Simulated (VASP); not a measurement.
Runs of VASP 6.6.1 on KCl. The structure is that of space group Fm-3m (No. 225), or close to it. The cells are those of the table. 

| level | cell | k mesh | smearing | grid for exact exchange (PRECFOCK) | share of exact exchange | screening parameter | gap on the mesh (eV) | pressure (GPa) |
| --- | --- | --- | --- | --- | --- | --- | --- | --- |
| r2SCAN | a = 4.401, b = 4.401, c = 4.314 Å, angles 60.6, 60.6, 58.7°, 2 atoms | 8 × 8 × 8 | gaussian 0.01 eV | - | - | - | 6.00 | 1.3 |
| r2SCAN | a = 4.392, b = 4.392, c = 4.447 Å, angles 59.6, 59.6, 60.8°, 2 atoms | 8 × 8 × 8 | gaussian 0.01 eV | - | - | - | 5.91 | 0.6 |
| PBE | a = 4.447, b = 4.447, c = 4.459 Å, angles 59.9, 59.9, 59.8°, 2 atoms | 8 × 8 × 8 | fermi-dirac 0.02 eV | - | - | - | (c) | 0.8 |
| HSE06 | a = 4.447 Å, angles 60.0°, 2 atoms | 6 × 6 × 6 | gaussian 0.01 eV | Normal | 0.25 | 0.2079 1/Å | 6.50 | (a) |
| r2SCAN | a = 4.447, b = 4.447, c = 4.459 Å, angles 59.9, 59.9, 59.8°, 2 atoms | 8 × 8 × 8 | gaussian 0.01 eV | - | - | - | 5.83 | (b) |

Alike in all rows: task single point; potentials or basis VASP PAW PBE potentials, release 64 (K_sv, Cl); no spin polarisation; cutoff (eV) 520.

Question: Estimate the missing entries.

Answer: (a) 0.5; (b) 0.0; (c) 5.19.

Caveats: the PAW data sets were made with another functional, which shifts forces and pressure a little (at least some runs).

A k mesh can miss the band edges.
